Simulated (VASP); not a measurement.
# KF (Pm-3m) in VASP: a series of runs, part 3 of 3

VASP 6.6.1. Earlier steps stand in the parts before.

## (5) Single point, PBE, non-collinear spin, typed start (18.34 Å³/atom)

This run uses another cell than the first one, of 18.34 Å³/atom.

Input file INCAR:

```
SYSTEM = KF
  PREC = Accurate
  ENCUT = 520
  EDIFF = 1E-7
  ISMEAR = -1
  SIGMA = 0.1
  LREAL = .False.
  LASPH = .True.
  NELM = 150
  ALGO = Normal
  ISIF = 2
  LWAVE = .False.
  LCHARG = .False.
  LNONCOLLINEAR = .True.
  MAGMOM = -0.036 0.113 0.308 0 0 0
  LORBIT = 11
  GGA = PE
  NBANDS = 28
```

Input file KPOINTS:

```
regular mesh
0
Gamma
  6 6 6
  0 0 0
```

Input file POSCAR:

```
KF
1.0
    3.3228723057      0.0000000000      0.0000000000
    0.0000000000      3.3228723057      0.0000000000
    0.0000000000      0.0000000000      3.3228723057
K F
1 1
Direct
    0.0000000000      0.0000000000      0.0000000000
    0.5000000000      0.5000000000      0.5000000000
```

Potentials or basis: VASP PAW PBE potentials, release 64 (K_sv, F).

Started as:

```sh
> cat potpaw_PBE.64/K_sv/POTCAR potpaw_PBE.64/F/POTCAR > POTCAR
> mpirun -np 1 vasp_ncl > vasp.out
```

OUTCAR:

```text
SYSTEM = KF
   PREC = Accurate
   ENCUT = 520
   EDIFF = 1E-7
   ISMEAR = -1
   LREAL = .False.
   LASPH = .True.
   NELM = 150
   ISIF = 2
   LNONCOLLINEAR = .True.
   LORBIT = 11
   GGA = PE

 ion  position               nearest neighbor table
   1  0.000  0.000  0.000-
   2  0.500  0.500  0.500-

  LATTYP: Found a simple cubic cell.
 ALAT       =     3.3228723057

  Lattice vectors:

 A1 = (   3.3228723057,   0.0000000000,   0.0000000000)
 A2 = (   0.0000000000,   3.3228723057,   0.0000000000)
 A3 = (   0.0000000000,   0.0000000000,   3.3228723057)

Analysis of symmetry for initial positions (statically):
=====================================================================
 Subroutine PRICEL returns:
 Original cell was already a primitive cell.

 Routine SETGRP: Setting up the symmetry group for a
 simple cubic supercell.

 Subroutine GETGRP returns: Found 48 space group operations
 (whereof 48 operations were pure point group operations)
 out of a pool of 48 trial point group operations.

The static configuration has the point symmetry O_h .

Analysis of symmetry for dynamics (positions and initial velocities):
=====================================================================
 Subroutine PRICEL returns:
 Original cell was already a primitive cell.

 Routine SETGRP: Setting up the symmetry group for a
 simple cubic supercell.

 Subroutine GETGRP returns: Found 48 space group operations
 (whereof 48 operations were pure point group operations)
 out of a pool of 48 trial point group operations.

The dynamic configuration has the point symmetry O_h .

Analysis of structural, dynamic, and magnetic symmetry:
=====================================================================
 Subroutine PRICEL returns:
 Original cell was already a primitive cell.

 Routine SETGRP: Setting up the symmetry group for a
 simple cubic supercell.

 Subroutine GETGRP returns: Found  2 space group operations
 (whereof  2 operations were pure point group operations)
 out of a pool of 48 trial point group operations.

The overall configuration has the point symmetry S_2 .

 Subroutine INISYM returns: Found  2 space group operations
 (whereof  2 operations are pure point group operations),
 and found     1 'primitive' translations

----------------------------------------------------------------------------------------

                                     Primitive cell

  volume of cell :      36.6894

  direct lattice vectors                    reciprocal lattice vectors
     3.322872306  0.000000000  0.000000000     0.300944456  0.000000000  0.000000000
     0.000000000  3.322872306  0.000000000     0.000000000  0.300944456  0.000000000
     0.000000000  0.000000000  3.322872306     0.000000000  0.000000000  0.300944456

  length of vectors
     3.322872306  3.322872306  3.322872306     0.300944456  0.300944456  0.300944456

  position of ions in fractional coordinates (direct lattice)
     0.000000000  0.000000000  0.000000000
     0.500000000  0.500000000  0.500000000

  ion indices of the primitive-cell ions
   primitive index   ion index
                 1           1
                 2           2

----------------------------------------------------------------------------------------

 KPOINTS: regular mesh

Automatic generation of k-mesh.
 Grid dimensions read from file:
 generate k-points for:    6    6    6

[... 62 lines left out ...]
   NELM   =    150;   NELMIN=  2; NELMDL= -5     # of ELM steps
   EDIFF  = 0.1E-06   stopping-criterion for ELM
   LREAL  =      F    real-space projection
   EDIFFG = 0.1E-05   stopping-criterion for IOM
   NSW    =      0    number of steps for IOM
   IBRION =     -1    ionic relax: 0-MD 1-quasi-New 2-CG
   NFREE  =      0    steps in history (QN), initial steepest desc. (CG)
   ISIF   =      2    stress and relaxation
   ISYM   =      2    0-nonsym 1-usesym 2-fastsym
   POTIM  = 0.5000    time-step for ionic-motion
   TEBEG  =    0.0;   TEEND  =   0.0 temperature during run
   PSTRESS=    0.0 pullay stress
   NELECT =      16.0000    total number of electrons
   NUPDOWN=      -1.0000    fix difference up-down
   EMIN   =  10.00;   EMAX   =-10.00  energy-range for DOS
   EFERMI =   0.00;   METHOD = LEGACY
   ISMEAR =    -1;   SIGMA  =   0.10  broadening in eV -4-tet -1-fermi 0-gaus
   EFERMI_NEDOS =   21; number of points for ismear=-14 and -15
   IALGO  =     38    algorithm
   IMIX   =      4    mixing-type and parameters
     AMIX     =   0.40;   BMIX     =  1.00
     AMIX_MAG =   1.60;   BMIX_MAG =  1.00
  volume/ion in A,a.u.               =      18.34       123.80
  Fermi-wavevector in a.u.,A,eV,Ry     =   1.241465  2.346029 20.969782  1.541236
  Thomas-Fermi vector in A             =   2.375862
   LORBIT       =     11    0 simple, 1 ext, 2 COOP (PROOUT), +10 PAW based schemes
   GGA     = PE    functional components
   LHFCALC =     F    Hartree Fock is set to
   AEXX    =    0.0000 exact exchange contribution
   IVDW    =     0    specifies the selected vdW correction
   LEPSILON=     F    determine dielectric tensor
   LRPA    =     F    only Hartree local field effects (RPA)
  energy-cutoff  :      520.00
  volume of cell :       36.69
 maximum number of plane-waves:      2042
 NGX is ok and might be reduce to    28
   NGX = 13   NGY = 13   NGZ = 13

 number of electron      16.0000008 magnetization      -0.0000187      0.0000586      0.0001596

 number of electron      16.0000008 magnetization       0.0000009     -0.0000030     -0.0000081

 Free energy of the ion-electron system (eV)
  ---------------------------------------------------
  ext. energy  EPLUGINS =         0.00000000
  ---------------------------------------------------
  free energy    TOTEN  =        -8.08470566 eV

  energy without entropy =       -8.08470566  energy(sigma->0) =       -8.08470566

 E-fermi :   0.0566     XC(G=0):  -8.7461

 val. band max:       -2.2070704027   @ k =   0.0000   0.5000   0.5000
 cond. band min:       3.6683611133   @ k =   0.0000   0.0000   0.0000
 fundamental gap:      5.8754315160
 Fermi energy:         0.0566123197

 k-point     1 :       0.0000    0.0000    0.0000
  band No.  band energies     occupation
      1     -29.3698      1.00000
      2     -29.3698      1.00000
      3     -21.0580      1.00000
      4     -21.0580      1.00000
      5     -12.4660      1.00000
      6     -12.4660      1.00000
[... 733 lines left out ...]
     27      10.8691      0.00000
     28      10.8691      0.00000

 [... further k-points ...]
[... 5 lines left out ...]
  --------------------------------------------------------------------------------------
  -------------------------------------------------------------------------------------
  Total       -0.3907797     -0.3907783     -0.3907783      0.0000002      0.0000000      0.0000002
  in kB      -17.0648151    -17.0647543    -17.0647539      0.0000080      0.0000020      0.0000086
  external PRESSURE =     -17.0647744 kB  Pullay stress =       0.0000000 kB

 VOLUME and BASIS-vectors are now :
 -----------------------------------------------------------------------------
  energy-cutoff  :      520.00
  volume of cell :       36.69
      direct lattice vectors                 reciprocal lattice vectors
     3.322872306  0.000000000  0.000000000     0.300944456  0.000000000  0.000000000
     0.000000000  3.322872306  0.000000000     0.000000000  0.300944456  0.000000000
     0.000000000  0.000000000  3.322872306     0.000000000  0.000000000  0.300944456

 POSITION                                       TOTAL-FORCE (eV/Angst)
 -----------------------------------------------------------------------------------
      0.00000      0.00000      0.00000         0.000000      0.000000      0.000000
      1.66144      1.66144      1.66144         0.000000      0.000000      0.000000
 -----------------------------------------------------------------------------------
    total drift:                                0.000000      0.000000      0.000000

  FREE ENERGIE OF THE ION-ELECTRON SYSTEM (eV)
  ---------------------------------------------------
  free  energy   TOTEN  =        -8.0847056573 eV

  energy  without entropy=       -8.0847056571  energy(sigma->0) =       -8.08470566

 total charge

# of ion       s       p       d       tot
------------------------------------------
    1        1.955   5.584   0.025   7.565
    2        1.730   4.336   0.000   6.065
--------------------------------------------------
tot          3.685   9.920   0.025  13.630

 magnetization (x)

# of ion       s       p       d       tot
------------------------------------------
    1       -0.000   0.000   0.000   0.000
    2        0.000  -0.000   0.000  -0.000
--------------------------------------------------
tot          0.000   0.000   0.000   0.000

 magnetization (y)

# of ion       s       p       d       tot
------------------------------------------
    1        0.000  -0.000  -0.000  -0.000
    2       -0.000   0.000   0.000  -0.000
--------------------------------------------------
tot          0.000  -0.000  -0.000  -0.000

 magnetization (z)

# of ion       s       p       d       tot
------------------------------------------
    1        0.000  -0.000  -0.000  -0.000
    2       -0.000   0.000   0.000  -0.000
--------------------------------------------------
tot          0.000  -0.000  -0.000  -0.000
```

stdout:

```text
POSCAR found type information on POSCAR K F
 POSCAR found :  2 types and       2 ions
 scaLAPACK will be used
 LDA part: xc-table for (Slater+PW92), standard interpolation
 POSCAR, INCAR and KPOINTS ok, starting setup
 FFT: planning ... GRIDC
 FFT: planning ... GRID_SOFT
 FFT: planning ... GRID
 WAVECAR not read
 entering main loop
```

Run time: 6.1 min. Hardware: 1 thread of Intel Xeon 8259CL, shared host; peak memory 0.35 GiB.

Results:

* Free energy: -8.0847 eV
* Pressure: -1.7 GPa
* Band gap on the k mesh: 5.88 eV (least direct gap 5.94 eV)
* Net moment: 0.00 μB per cell
* Valence electrons inside the program's atomic spheres: K 7.57; F 6.07

Moments on the atoms (μB; x, y, z):
```
K   0.00 0.00 0.00
F   0.00 0.00 0.00
```

A k mesh can miss the band edges.

## (6) Single point, PBE

This run uses another cell than the first one, of 17.31 Å³/atom.

Input file INCAR:

```
PREC = Accurate ; ENCUT = 520
EDIFF = 1E-6 ; ISMEAR = -1
SIGMA = 0.03 ; LREAL = F
LASPH = T ; NELM = 100
ALGO = Normal ; ISIF = 2
LWAVE = F ; LCHARG = F
GGA = PE ; NBANDS = 15
```

Input file KPOINTS:

```
Automatic mesh
0
Gamma
  6 6 6
```

Input file POSCAR:

```
KF
1.0
    3.2589550000      0.0000000000      0.0000000000
    0.0000000000      3.2589550000      0.0000000000
    0.0000000000      0.0000000000      3.2589550000
K F
1 1
Direct
    0.0000000000      0.0000000000      0.0000000000
    0.5000000000      0.5000000000      0.5000000000
```

Potentials or basis: VASP PAW PBE potentials, release 64 (K_sv, F).

Started as:

```sh
> cat potpaw_PBE.64/K_sv/POTCAR potpaw_PBE.64/F/POTCAR > POTCAR
> mpirun -np 1 vasp_std > vasp.out
```

Wall time 15 s (1 thread of Intel Xeon 8259CL, shared host); peak memory 0.14 GiB.

Results (log left out):

```
Free energy            : -8.0935 eV
Pressure               : 0.0 GPa
Band gap on the k mesh : 6.26 eV (least direct gap 6.31 eV)
```

Levels at points of the mesh, in eV from the valence-band top:
```csv
k point,band 6,band 7,band 8,band 9,band 10,band 11
"(0.00, 0.00, 0.00)",-0.05,-0.05,-0.05,6.26,8.29,8.29
"(0.50, 0.00, 0.00)",-1.22,-0.16,-0.16,9.28,9.35,10.86
"(0.50, 0.50, 0.00)",-0.62,-0.62,0.00,8.46,8.97,11.86
"(0.50, 0.50, 0.50)",-1.03,-1.03,-1.03,10.43,10.43,10.43
```

A k mesh can miss the band edges.

## (7) Summary

| spin | cell | smearing | gap on the mesh (eV) | pressure (GPa) | moment (μB) |
| --- | --- | --- | --- | --- | --- |
| non-collinear, typed start | a = 3.192 Å, 2 atoms | fermi-dirac 0.1 eV | 6.70 | 2.4 | 0.00 |
| non-collinear, typed start | a = 3.237 Å, 2 atoms | fermi-dirac 0.1 eV | 6.40 | 0.7 | 0.00 |
| non-collinear, typed start | a = 3.302 Å, 2 atoms | fermi-dirac 0.1 eV | 6.00 | -1.2 | 0.00 |
| non-collinear, typed start | a = 3.323 Å, 2 atoms | fermi-dirac 0.1 eV | 5.88 | -1.7 | 0.00 |
| off | a = 3.259 Å, 2 atoms | fermi-dirac 0.03 eV | 6.26 | 0.0 | - |

Alike in all rows: task single point; level PBE; potentials or basis VASP PAW PBE potentials, release 64 (K_sv, F); k mesh 6 × 6 × 6; cutoff (eV) 520.

Absolute energies hang on the potentials; compare differences alone.
